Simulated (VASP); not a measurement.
# Se (Pm-3n) in VASP: further runs

The runs below take Se through single point, relaxation of cell and atoms, with PBEsol.

Everything below comes from runs of VASP 6.6.1. Logs are shortened: lines on timing, memory, paths and dates and some standing lists are left out, and cuts for length are marked.

### Step 1. The cell of the first run

It takes space group Pm-3n (No. 223, cubic). Conventional cell: a = 5.391 Å, b = 5.391 Å, c = 5.391 Å, α = 90.00°, β = 90.00°, γ = 90.00°. Se (site symmetry m-3) has 12 Se at 3.01 Å within 4.0 Å. Within 3.6 Å of Se (site symmetry -4m2) lie 14 Se at 2.70 to 3.30 Å.

### Step 2. Single point, PBEsol

Contents of INCAR:

```
SYSTEM = Se
PREC     = Accurate       ! precision mode
ENCUT    = 520            ! plane-wave cutoff, eV
EDIFF    = 1E-6           ! SCF threshold, eV
ISMEAR   = 0              ! smearing method
SIGMA    = 0.1            ! smearing width, eV
LREAL    = .FALSE.        ! projectors in reciprocal space
LASPH    = .TRUE.         ! aspherical terms in the spheres
NELM     = 100            ! most SCF steps
ALGO     = Normal         ! electronic algorithm
ISIF     = 2              ! what is computed and relaxed
LWAVE    = .FALSE.        ! write WAVECAR
LCHARG   = .FALSE.        ! write CHGCAR
GGA      = PS             ! functional
NBANDS   = 34             ! bands
```

Contents of KPOINTS:

```
Automatic mesh
0
G
  8 8 8
  0 0 0
```

Contents of POSCAR:

```
Se
1.0
    5.3912855495      0.0000000000      0.0000000000
    0.0000000000      5.3912855495      0.0000000000
    0.0000000000      0.0000000000      5.3912855495
Se
8
Direct
    0.5000000000      0.5000000000      0.5000000000
    0.0000000000      0.0000000000      0.0000000000
    0.2500000000      0.0000000000      0.5000000000
    0.5000000000      0.2500000000      0.0000000000
    0.5000000000      0.7500000000      0.0000000000
    0.7500000000      0.0000000000      0.5000000000
    0.0000000000      0.5000000000      0.7500000000
    0.0000000000      0.5000000000      0.2500000000
```

Potentials or basis: VASP PAW PBE potentials, release 64 (Se).

Launch:

```sh
$ cat potpaw_PBE.64/Se/POTCAR > POTCAR
$ mpirun -np 1 vasp_std > vasp.out
```

OUTCAR:

```text
SYSTEM = Se
   PREC = Accurate
   ENCUT = 520
   EDIFF = 1E-6
   ISMEAR = 0
   LREAL = .FALSE.
   LASPH = .TRUE.
   NELM = 100
   ISIF = 2
   GGA = PS

 ion  position               nearest neighbor table
   1  0.500  0.500  0.500-
   2  0.000  0.000  0.000-
   3  0.250  0.000  0.500-   6 2.70   6 2.70
   4  0.500  0.250  0.000-   5 2.70   5 2.70
   5  0.500  0.750  0.000-   4 2.70   4 2.70
   6  0.750  0.000  0.500-   3 2.70   3 2.70
   7  0.000  0.500  0.750-   8 2.70   8 2.70
   8  0.000  0.500  0.250-   7 2.70   7 2.70

  LATTYP: Found a simple cubic cell.
 ALAT       =     5.3912855495

  Lattice vectors:

 A1 = (   5.3912855495,   0.0000000000,   0.0000000000)
 A2 = (   0.0000000000,   5.3912855495,   0.0000000000)
 A3 = (   0.0000000000,   0.0000000000,   5.3912855495)

Analysis of symmetry for initial positions (statically):
=====================================================================
 Subroutine PRICEL returns:
 Original cell was already a primitive cell.

 Routine SETGRP: Setting up the symmetry group for a
 simple cubic supercell.

 Subroutine GETGRP returns: Found 48 space group operations
 (whereof 24 operations were pure point group operations)
 out of a pool of 48 trial point group operations.

The static configuration has the point symmetry T_h .
 The point group associated with its full space group is O_h .

Analysis of symmetry for dynamics (positions and initial velocities):
=====================================================================
 Subroutine PRICEL returns:
 Original cell was already a primitive cell.

 Routine SETGRP: Setting up the symmetry group for a
 simple cubic supercell.

 Subroutine GETGRP returns: Found 48 space group operations
 (whereof 24 operations were pure point group operations)
 out of a pool of 48 trial point group operations.

The dynamic configuration has the point symmetry T_h .
 The point group associated with its full space group is O_h .

 Subroutine INISYM returns: Found 48 space group operations
 (whereof 24 operations are pure point group operations),
 and found     1 'primitive' translations

----------------------------------------------------------------------------------------

                                     Primitive cell

  volume of cell :     156.7029

  direct lattice vectors                    reciprocal lattice vectors
     5.391285550  0.000000000  0.000000000     0.185484518  0.000000000  0.000000000
     0.000000000  5.391285550  0.000000000     0.000000000  0.185484518  0.000000000
     0.000000000  0.000000000  5.391285550     0.000000000  0.000000000  0.185484518

  length of vectors
     5.391285550  5.391285550  5.391285550     0.185484518  0.185484518  0.185484518

  position of ions in fractional coordinates (direct lattice)
     0.500000000  0.500000000  0.500000000
     0.000000000  0.000000000  0.000000000
     0.250000000  0.000000000  0.500000000
     0.500000000  0.250000000  0.000000000
     0.500000000  0.750000000  0.000000000
     0.750000000  0.000000000  0.500000000
     0.000000000  0.500000000  0.750000000
     0.000000000  0.500000000  0.250000000

  ion indices of the primitive-cell ions
   primitive index   ion index
                 1           1
                 2           2
                 3           3
                 4           4
                 5           5
                 6           6
                 7           7
                 8           8

----------------------------------------------------------------------------------------

 KPOINTS: Automatic mesh

Automatic generation of k-mesh.
 Grid dimensions read from file:
 generate k-points for:    8    8    8

 Generating k-lattice:

  Cartesian coordinates                     Fractional coordinates (reciprocal lattice)
     0.023185565  0.000000000  0.000000000     0.125000000  0.000000000  0.000000000
     0.000000000  0.023185565  0.000000000     0.000000000  0.125000000  0.000000000
     0.000000000  0.000000000  0.023185565     0.000000000  0.000000000  0.125000000

  Length of vectors
     0.023185565  0.023185565  0.023185565

  Shift w.r.t. Gamma in fractional coordinates (k-lattice)
     0.000000000  0.000000000  0.000000000

 Subroutine IBZKPT returns following result:
 ===========================================

 Found     35 irreducible k-points:

 Following reciprocal coordinates:
            Coordinates               Weight
  0.000000  0.000000  0.000000      1.000000
  0.125000  0.000000  0.000000      6.000000
  0.250000  0.000000  0.000000      6.000000
  0.375000  0.000000  0.000000      6.000000
  0.500000  0.000000  0.000000      3.000000
  0.125000  0.125000  0.000000     12.000000
[... 16 lines left out ...]
  0.375000  0.375000  0.125000     24.000000
  0.500000  0.375000  0.125000     24.000000
 [... further k-points ...]
   k-points           NKPTS =     35   k-points in BZ     NKDIM =     35   number of bands    NBANDS=     34
   number of dos      NEDOS =    301   number of ions     NIONS =      8
   total plane-waves  NPLWV =  64000
   dimension x,y,z NGX =    40 NGY =   40 NGZ =   40
   dimension x,y,z NGXF=    80 NGYF=   80 NGZF=   80
   ions per type =               8
   NGX,Y,Z   is equivalent  to a cutoff of  12.33, 12.33, 12.33 a.u.
   NGXF,Y,Z  is equivalent  to a cutoff of  24.67, 24.67, 24.67 a.u.
 SYSTEM =  Se
   PREC   = accura    normal or accurate (medium, high low for compatibility)
   ISTART =      0    job   : 0-new  1-cont  2-samecut
   ICHARG =      2    charge: 1-file 2-atom 10-const
   ISPIN  =      1    spin polarized calculation?
   LNONCOLLINEAR =      F non collinear calculations
   LSORBIT =      F    spin-orbit coupling
   LASPH  =      T    aspherical Exc in radial PAW
   ENCUT  =  520.0 eV  38.22 Ry    6.18 a.u.  10.02 10.02 10.02*2*pi/ulx,y,z
   NELM   =    100;   NELMIN=  2; NELMDL= -5     # of ELM steps
   EDIFF  = 0.1E-05   stopping-criterion for ELM
   LREAL  =      F    real-space projection
   EDIFFG = 0.1E-04   stopping-criterion for IOM
   NSW    =      0    number of steps for IOM
   IBRION =     -1    ionic relax: 0-MD 1-quasi-New 2-CG
   NFREE  =      0    steps in history (QN), initial steepest desc. (CG)
   ISIF   =      2    stress and relaxation
   ISYM   =      2    0-nonsym 1-usesym 2-fastsym
   POTIM  = 0.5000    time-step for ionic-motion
   TEBEG  =    0.0;   TEEND  =   0.0 temperature during run
   PSTRESS=    0.0 pullay stress
   NELECT =      48.0000    total number of electrons
   NUPDOWN=      -1.0000    fix difference up-down
   EMIN   =  10.00;   EMAX   =-10.00  energy-range for DOS
   EFERMI =   0.00;   METHOD = LEGACY
   ISMEAR =     0;   SIGMA  =   0.10  broadening in eV -4-tet -1-fermi 0-gaus
   EFERMI_NEDOS =   21; number of points for ismear=-14 and -15
   IALGO  =     38    algorithm
   IMIX   =      4    mixing-type and parameters
     AMIX     =   0.40;   BMIX     =  1.00
     AMIX_MAG =   1.60;   BMIX_MAG =  1.00
  volume/ion in A,a.u.               =      19.59       132.19
  Fermi-wavevector in a.u.,A,eV,Ry     =   1.103561  2.085427 16.569805  1.217846
  Thomas-Fermi vector in A             =   2.240021
   LORBIT       =      0    0 simple, 1 ext, 2 COOP (PROOUT), +10 PAW based schemes
   GGA     = PS    functional components
   LHFCALC =     F    Hartree Fock is set to
   AEXX    =    0.0000 exact exchange contribution
   IVDW    =     0    specifies the selected vdW correction
   LEPSILON=     F    determine dielectric tensor
   LRPA    =     F    only Hartree local field effects (RPA)
 non-spin polarized calculation
 Gauss-broadening in eV      SIGMA  =   0.10
  energy-cutoff  :      520.00
  volume of cell :      156.70
 maximum number of plane-waves:      4238
   NGX = 21   NGY = 21   NGZ = 21

 number of electron      48.0000002 magnetization

 Free energy of the ion-electron system (eV)
  ---------------------------------------------------
  ext. energy  EPLUGINS =         0.00000000
  ---------------------------------------------------
  free energy    TOTEN  =       -25.69039392 eV

  energy without entropy =      -25.64097119  energy(sigma->0) =      -25.66568256

 E-fermi :   5.6832     XC(G=0): -10.8898

 val. band max:        5.6812732018   @ k =   0.3750   0.2500   0.0000
 cond. band min:       5.6933463727   @ k =   0.2500   0.2500   0.2500
 fundamental gap:      0.0120731708
 Fermi energy:         5.6832154873

 k-point     1 :       0.0000    0.0000    0.0000
  band No.  band energies     occupation
      1     -10.7169      2.00000
      2      -7.8766      2.00000
      3      -7.8766      2.00000
      4      -7.7068      2.00000
      5      -5.9257      2.00000
      6      -5.9257      2.00000
[... 26 lines left out ...]
     33      12.6114      0.00000
     34      14.0371      0.00000

 k-point     2 :       0.1250    0.0000    0.0000
  band No.  band energies     occupation
      1     -10.6492      2.00000
      2      -8.0564      2.00000
      3      -7.8229      2.00000
      4      -7.7093      2.00000
      5      -5.9661      2.00000
      6      -5.9319      2.00000
[... 26 lines left out ...]
     33      12.8450      0.00000
     34      13.3619      0.00000

 k-point     3 :       0.2500    0.0000    0.0000
  band No.  band energies     occupation
      1     -10.4479      2.00000
      2      -8.5575      2.00000
      3      -7.6712      2.00000
      4      -7.5949      2.00000
      5      -6.1605      2.00000
      6      -6.0596      2.00000
[... 26 lines left out ...]
     33      12.4598      0.00000
     34      13.4737      0.00000
[... 704 lines left out ...]
 k-point    23 :       0.3750    0.3750    0.1250
  band No.  band energies     occupation
      1      -9.4693      2.00000
      2      -8.5490      2.00000
      3      -8.5067      2.00000
      4      -7.5992      2.00000
      5      -7.1616      2.00000
      6      -6.4755      2.00000
[... 26 lines left out ...]
     33      12.2667      0.00000
     34      12.6935      0.00000

 k-point    24 :       0.5000    0.3750    0.1250
  band No.  band energies     occupation
      1      -9.0679      2.00000
      2      -9.0102      2.00000
      3      -8.2268      2.00000
      4      -7.9770      2.00000
      5      -6.9736      2.00000
      6      -6.5992      2.00000
[... 26 lines left out ...]
     33      12.1163      0.00000
     34      12.4629      0.00000

 [... further k-points ...]

------------------------ aborting loop because EDIFF is reached ----------------------------------------

  FORCE on cell =-STRESS in cart. coord.  units (eV):
  Direction    XX          YY          ZZ          XY          YZ          ZX
  --------------------------------------------------------------------------------------
  -------------------------------------------------------------------------------------
  Total        0.0895553      0.0895553      0.0895553     -0.0000000      0.0000000      0.0000000
  in kB        0.9156399      0.9156399      0.9156399     -0.0000000      0.0000000      0.0000000
  external PRESSURE =       0.9156399 kB  Pullay stress =       0.0000000 kB

 VOLUME and BASIS-vectors are now :
 -----------------------------------------------------------------------------
  energy-cutoff  :      520.00
  volume of cell :      156.70
      direct lattice vectors                 reciprocal lattice vectors
     5.391285550  0.000000000  0.000000000     0.185484518  0.000000000  0.000000000
     0.000000000  5.391285550  0.000000000     0.000000000  0.185484518  0.000000000
     0.000000000  0.000000000  5.391285550     0.000000000  0.000000000  0.185484518

 POSITION                                       TOTAL-FORCE (eV/Angst)
 -----------------------------------------------------------------------------------
      2.69564      2.69564      2.69564         0.000000     -0.000000     -0.000000
      0.00000      0.00000      0.00000         0.000000     -0.000000     -0.000000
      1.34782      0.00000      2.69564         0.000000     -0.000000      0.000000
      2.69564      1.34782      0.00000         0.000000     -0.000000      0.000000
      2.69564      4.04346      0.00000         0.000000      0.000000     -0.000000
      4.04346      0.00000      2.69564        -0.000000      0.000000      0.000000
      0.00000      2.69564      4.04346        -0.000000      0.000000      0.000000
      0.00000      2.69564      1.34782         0.000000     -0.000000     -0.000000
 -----------------------------------------------------------------------------------
    total drift:                                0.000000     -0.000000      0.000000

  FREE ENERGIE OF THE ION-ELECTRON SYSTEM (eV)
  ---------------------------------------------------
  free  energy   TOTEN  =       -25.6903939246 eV

  energy  without entropy=      -25.6409711942  energy(sigma->0) =      -25.66568256
```

Run time: 2.4 min. Hardware: 1 thread of Intel Xeon Platinum 8259CL at 2.50GHz (Skylake/Cascade Lake), shared host; peak memory 0.29 GiB.

What came out:

| Property | Result |
| --- | --- |
| Free energy | -25.6904 eV |
| Pressure | 0.1 GPa |
| Band gap on the k mesh | zero (band 24 reaches 6.44 eV, above the bottom of band 25 at 4.82 eV) |

Caveat: the PAW data sets were made with another functional, which shifts forces and pressure a little.

(Continued in part 2 of 2.)
